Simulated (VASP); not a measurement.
# Re (P1) in VASP: single point with PBEsol

Aim: the single point of Re with PBEsol.

Everything below comes from runs of VASP 6.6.1. Logs are shortened: lines on timing, memory, paths and dates and some standing lists are left out, and cuts for length are marked.

**1. The cell of the first run**

The typed cell holds 4 atoms: a = 2.905 Å, b = 2.859 Å, c = 9.063 Å, α = 92.24°, β = 86.66°, γ = 123.58°.

**2. Single point, PBEsol (atoms moved at random and the cell strained at random)**

INCAR

```
SYSTEM = Re
  ALGO = Fast
  EDIFF = 1E-7
  ENCUT = 520
  GGA = PS
  ISIF = 2
  ISMEAR = 0
  LASPH = .True.
  LCHARG = .False.
  LREAL = .False.
  LWAVE = .False.
  NBANDS = 22
  NELM = 100
  PREC = Accurate
  SIGMA = 0.1
```

KPOINTS

```
k-points
0
Gamma
  16 16 4
  0 0 0
```

POSCAR

```
Re
1.0
    2.9027149647     -0.0762416366      0.0829639579
   -1.5173846764      2.4221912607     -0.0541795163
    0.2680759663     -0.0473758793      9.0590726274
Re
4
Direct
   -0.0055245692      0.0462024237     -0.0193011510
    0.3542872924      0.6789258188      0.2578253956
   -0.0224503922     -0.0138494572      0.4986374079
    0.6736891968      0.2887170406      0.7628383475
```

Potentials or basis: VASP PAW PBE potentials, release 64 (Re).

The run is started by

```bash
> cat potpaw_PBE.64/Re/POTCAR > POTCAR
> mpirun -np 1 vasp_std > vasp.out
```

OUTCAR:

```text
SYSTEM = Re
   EDIFF = 1E-7
   ENCUT = 520
   GGA = PS
   ISIF = 2
   ISMEAR = 0
   LASPH = .True.
   LREAL = .False.
   NELM = 100
   PREC = Accurate

 ion  position               nearest neighbor table
   1  0.994  0.046  0.981-   4 2.51   4 2.53   4 2.67   2 2.89   2 2.92   2 3.20
   2  0.354  0.679  0.258-   3 2.71   3 2.71   3 2.75   1 2.89   1 2.92   1 3.20
   3  0.978  0.986  0.499-   2 2.71   2 2.71   2 2.75   4 2.77   4 2.94   4 3.01
   4  0.674  0.289  0.763-   1 2.51   1 2.53   1 2.67   3 2.77   3 2.94   3 3.01

  LATTYP: Found a triclinic cell.
 ALAT       =     2.7246005562
 B/A-ratio  =     1.7811704004
 C/A-ratio  =     3.8630477098
 COS(alpha) =     0.0004762394
 COS(beta)  =     0.2677531490
 COS(gamma) =     0.8522033720

  Lattice vectors:

 A1 = (  -1.3853302883,  -2.3459496241,  -0.0287844416)
 A2 = (  -4.2880452530,  -2.2697079875,  -0.1117483995)
 A3 = (   2.7666933865,  -4.7970066421,  -8.9507135948)

Analysis of symmetry for initial positions (statically):
=====================================================================
 Subroutine PRICEL returns:
 Original cell was already a primitive cell.

 Routine SETGRP: Setting up the symmetry group for a
 triclinic supercell.

 Subroutine GETGRP returns: Found  1 space group operations
 (whereof  1 operations were pure point group operations)
 out of a pool of  2 trial point group operations.

The static configuration has the point symmetry C_1 .

Analysis of symmetry for dynamics (positions and initial velocities):
=====================================================================
 Subroutine PRICEL returns:
 Original cell was already a primitive cell.

 Routine SETGRP: Setting up the symmetry group for a
 triclinic supercell.

 Subroutine GETGRP returns: Found  1 space group operations
 (whereof  1 operations were pure point group operations)
 out of a pool of  2 trial point group operations.

The dynamic configuration has the point symmetry C_1 .

 Subroutine INISYM returns: Found  1 space group operations
 (whereof  1 operations are pure point group operations),
 and found     1 'primitive' translations

----------------------------------------------------------------------------------------

                                     Primitive cell

  volume of cell :      62.5914

  direct lattice vectors                    reciprocal lattice vectors
     2.902714965 -0.076241637  0.082963958     0.350531009  0.219384221 -0.009225604
    -1.517384676  2.422191261 -0.054179516     0.010971917  0.419764525  0.001870545
     0.268075966 -0.047375879  9.059072627    -0.003144581  0.000501338  0.110482251

  length of vectors
     2.904901026  2.858741363  9.063162035     0.413626083  0.419912060  0.110528130

  position of ions in fractional coordinates (direct lattice)
     0.994475431  0.046202424  0.980698849
     0.354287292  0.678925819  0.257825396
     0.977549608  0.986150543  0.498637408
     0.673689197  0.288717041  0.762838348

  ion indices of the primitive-cell ions
   primitive index   ion index
                 1           1
                 2           2
                 3           3
                 4           4

----------------------------------------------------------------------------------------

 KPOINTS: k-points

Automatic generation of k-mesh.
 Grid dimensions read from file:
 generate k-points for:   16   16    4

 Generating k-lattice:

  Cartesian coordinates                     Fractional coordinates (reciprocal lattice)
     0.021908188  0.013711514 -0.000576600     0.062500000  0.000000000  0.000000000
     0.000685745  0.026235283  0.000116909    -0.000000000  0.062500000 -0.000000000
    -0.000786145  0.000125334  0.027620563    -0.000000000  0.000000000  0.250000000

  Length of vectors
     0.025851630  0.026244504  0.027632033

  Shift w.r.t. Gamma in fractional coordinates (k-lattice)
     0.000000000  0.000000000  0.000000000

 Subroutine IBZKPT returns following result:
 ===========================================

 Found    516 irreducible k-points:

 Following reciprocal coordinates:
            Coordinates               Weight
  0.000000  0.000000  0.000000      1.000000
  0.062500  0.000000  0.000000      2.000000
  0.125000  0.000000  0.000000      2.000000
  0.187500  0.000000  0.000000      2.000000
  0.250000  0.000000  0.000000      2.000000
  0.312500  0.000000  0.000000      2.000000
[... 16 lines left out ...]
 -0.187500  0.062500 -0.000000      2.000000
 -0.125000  0.062500 -0.000000      2.000000
 [... further k-points ...]
   k-points           NKPTS =    516   k-points in BZ     NKDIM =    516   number of bands    NBANDS=     22
   number of dos      NEDOS =    301   number of ions     NIONS =      4
   total plane-waves  NPLWV =  40320
   dimension x,y,z NGX =    24 NGY =   24 NGZ =   70
   dimension x,y,z NGXF=    48 NGYF=   48 NGZF=  140
   ions per type =               4
   NGX,Y,Z   is equivalent  to a cutoff of  13.74, 13.96, 12.84 a.u.
   NGXF,Y,Z  is equivalent  to a cutoff of  27.47, 27.91, 25.68 a.u.
 SYSTEM =  Re
   PREC   = accura    normal or accurate (medium, high low for compatibility)
   ISTART =      0    job   : 0-new  1-cont  2-samecut
   ICHARG =      2    charge: 1-file 2-atom 10-const
   ISPIN  =      1    spin polarized calculation?
   LNONCOLLINEAR =      F non collinear calculations
   LSORBIT =      F    spin-orbit coupling
   LASPH  =      T    aspherical Exc in radial PAW
   ENCUT  =  520.0 eV  38.22 Ry    6.18 a.u.   5.40  5.32 16.85*2*pi/ulx,y,z
   NELM   =    100;   NELMIN=  2; NELMDL= -5     # of ELM steps
   EDIFF  = 0.1E-06   stopping-criterion for ELM
   LREAL  =      F    real-space projection
   EDIFFG = 0.1E-05   stopping-criterion for IOM
   NSW    =      0    number of steps for IOM
   IBRION =     -1    ionic relax: 0-MD 1-quasi-New 2-CG
   NFREE  =      0    steps in history (QN), initial steepest desc. (CG)
   ISIF   =      2    stress and relaxation
   ISYM   =      2    0-nonsym 1-usesym 2-fastsym
   POTIM  = 0.5000    time-step for ionic-motion
   TEBEG  =    0.0;   TEEND  =   0.0 temperature during run
   PSTRESS=    0.0 pullay stress
   NELECT =      28.0000    total number of electrons
   NUPDOWN=      -1.0000    fix difference up-down
   EMIN   =  10.00;   EMAX   =-10.00  energy-range for DOS
   EFERMI =   0.00;   METHOD = LEGACY
   ISMEAR =     0;   SIGMA  =   0.10  broadening in eV -4-tet -1-fermi 0-gaus
   EFERMI_NEDOS =   21; number of points for ismear=-14 and -15
   IALGO  =     68    algorithm
   IMIX   =      4    mixing-type and parameters
     AMIX     =   0.40;   BMIX     =  1.00
     AMIX_MAG =   1.60;   BMIX_MAG =  1.00
  volume/ion in A,a.u.               =      15.65       105.60
  Fermi-wavevector in a.u.,A,eV,Ry     =   1.252052  2.366036 21.328975  1.567635
  Thomas-Fermi vector in A             =   2.385971
   LORBIT       =      0    0 simple, 1 ext, 2 COOP (PROOUT), +10 PAW based schemes
   GGA     = PS    functional components
   LHFCALC =     F    Hartree Fock is set to
   AEXX    =    0.0000 exact exchange contribution
   IVDW    =     0    specifies the selected vdW correction
   LEPSILON=     F    determine dielectric tensor
   LRPA    =     F    only Hartree local field effects (RPA)
 non-spin polarized calculation
 RMM-DIIS sequential band-by-band and
 Gauss-broadening in eV      SIGMA  =   0.10
  energy-cutoff  :      520.00
  volume of cell :       62.59
 maximum number of plane-waves:      1714
 NGX is ok and might be reduce to    24
   NGX = 11   NGY = 11   NGZ = 33

 number of electron      28.0000000 magnetization

 Free energy of the ion-electron system (eV)
  ---------------------------------------------------
  ext. energy  EPLUGINS =         0.00000000
  ---------------------------------------------------
  free energy    TOTEN  =       -52.50243041 eV

  energy without entropy =      -52.48382748  energy(sigma->0) =      -52.49312895

 E-fermi :   7.1117     XC(G=0): -13.4500

 val. band max:        7.1103275050   @ k =   0.0000   0.3125   0.2500
 cond. band min:       7.1118228102   @ k =   0.3125  -0.4375   0.2500
 fundamental gap:      0.0014953052
 Fermi energy:         7.1117215993

 k-point     1 :       0.0000    0.0000    0.0000
  band No.  band energies     occupation
      1      -2.4956      2.00000
      2      -0.4683      2.00000
      3      -0.0088      2.00000
      4       0.7097      2.00000
      5       3.9090      2.00000
      6       4.2599      2.00000
[... 14 lines left out ...]
     21       9.5846      0.00000
     22       9.8262      0.00000

 k-point     2 :       0.0625    0.0000    0.0000
  band No.  band energies     occupation
      1      -2.3413      2.00000
      2      -0.3243      2.00000
      3       0.1361      2.00000
      4       0.8540      2.00000
      5       3.7885      2.00000
      6       4.2822      2.00000
[... 14 lines left out ...]
     21       9.6197      0.00000
     22      10.4921      0.00000

 k-point     3 :       0.1250    0.0000    0.0000
  band No.  band energies     occupation
      1      -1.8941      2.00000
      2       0.0755      2.00000
      3       0.5369      2.00000
      4       1.2543      2.00000
      5       3.5028      2.00000
      6       4.2550      2.00000
[... 14 lines left out ...]
     21       9.5711      0.00000
     22      10.1666      0.00000

 k-point     4 :       0.1875    0.0000    0.0000
  band No.  band energies     occupation
      1      -1.2058      2.00000
      2       0.6150      2.00000
      3       1.0597      2.00000
      4       1.7892      2.00000
      5       3.2351      2.00000
      6       4.0002      2.00000
[... 14 lines left out ...]
     21       9.5670      0.00000
     22      10.4500      0.00000

 k-point     5 :       0.2500    0.0000    0.0000
  band No.  band energies     occupation
      1      -0.3787      2.00000
      2       1.0583      2.00000
      3       1.4114      2.00000
      4       2.1844      2.00000
      5       3.1273      2.00000
      6       3.7363      2.00000
[... 417 lines left out ...]
 k-point    22 :      -0.2500    0.0625   -0.0000
  band No.  band energies     occupation
      1      -0.7524      2.00000
      2       0.9190      2.00000
      3       1.3638      2.00000
      4       2.0875      2.00000
      5       3.1410      2.00000
      6       3.6695      2.00000
[... 14 lines left out ...]
     21       9.5900      0.00000
     22      10.6328      0.00000

 k-point    23 :      -0.1875    0.0625   -0.0000
  band No.  band energies     occupation
      1      -1.5170      2.00000
      2       0.3817      2.00000
      3       0.8655      2.00000
      4       1.5791      2.00000
      5       3.2664      2.00000
      6       3.8607      2.00000
[... 14 lines left out ...]
     21       9.6061      0.00000
     22      10.4095      0.00000

 k-point    24 :      -0.1250    0.0625   -0.0000
  band No.  band energies     occupation
      1      -2.0750      2.00000
      2      -0.0927      2.00000
      3       0.3837      2.00000
      4       1.0998      2.00000
      5       3.5096      2.00000
      6       4.0247      2.00000
[... 14 lines left out ...]
     21       9.6765      0.00000
     22      10.1074      0.00000

 [... further k-points ...]
[... 5 lines left out ...]
  --------------------------------------------------------------------------------------
  -------------------------------------------------------------------------------------
  Total       -9.2097732     -4.5512290     -5.4395043      3.1343077     -0.4796924     -1.5892851
  in kB     -235.7461397   -116.4995770   -139.2371039     80.2300921    -12.2788726    -40.6815486
  external PRESSURE =    -163.8276069 kB  Pullay stress =       0.0000000 kB

 VOLUME and BASIS-vectors are now :
 -----------------------------------------------------------------------------
  energy-cutoff  :      520.00
  volume of cell :       62.59
      direct lattice vectors                 reciprocal lattice vectors
     2.902714965 -0.076241637  0.082963958     0.350531009  0.219384221 -0.009225604
    -1.517384676  2.422191261 -0.054179516     0.010971917  0.419764525  0.001870545
     0.268075966 -0.047375879  9.059072627    -0.003144581  0.000501338  0.110482251

 POSITION                                       TOTAL-FORCE (eV/Angst)
 -----------------------------------------------------------------------------------
      3.07947     -0.01037      8.96422         0.080994     -0.597931      2.770514
      0.06732      1.60526      2.32827        -0.027037     -0.135323     -0.147781
      1.47485      2.29049      4.54486         0.126644      0.053905     -0.273788
      1.72193      0.61182      6.95086        -0.180601      0.679350     -2.348945
 -----------------------------------------------------------------------------------
    total drift:                               -0.000008      0.000007     -0.000030

  FREE ENERGIE OF THE ION-ELECTRON SYSTEM (eV)
  ---------------------------------------------------
  free  energy   TOTEN  =       -52.5024304147 eV

  energy  without entropy=      -52.4838274767  energy(sigma->0) =      -52.49312895
```

It took 9.6 min on 1 thread of Intel Xeon 6975P-C (Granite Rapids), shared host; peak memory 0.63 GiB.

Results:

```yaml
Free_energy: -52.5024 eV
Pressure: -16.4 GPa
Largest_force: 2.835 eV/Å
Band_gap_on_the_k_mesh: zero (bands 14 and 15 overlap by 2.49 eV)
```

Forces on the atoms (eV/Å):
```
Re   0.081 -0.598  2.771
Re  -0.027 -0.135 -0.148
Re   0.127  0.054 -0.274
Re  -0.181  0.679 -2.349
```

Caveat: the cell differs from its parent crystal (atoms moved at random and the cell strained at random); the stress differs along the axes, from -24 to -12 GPa; the PAW data sets were made with another functional, which shifts forces and pressure a little; spin-orbit coupling is left out, which moves the levels of the heavy elements.
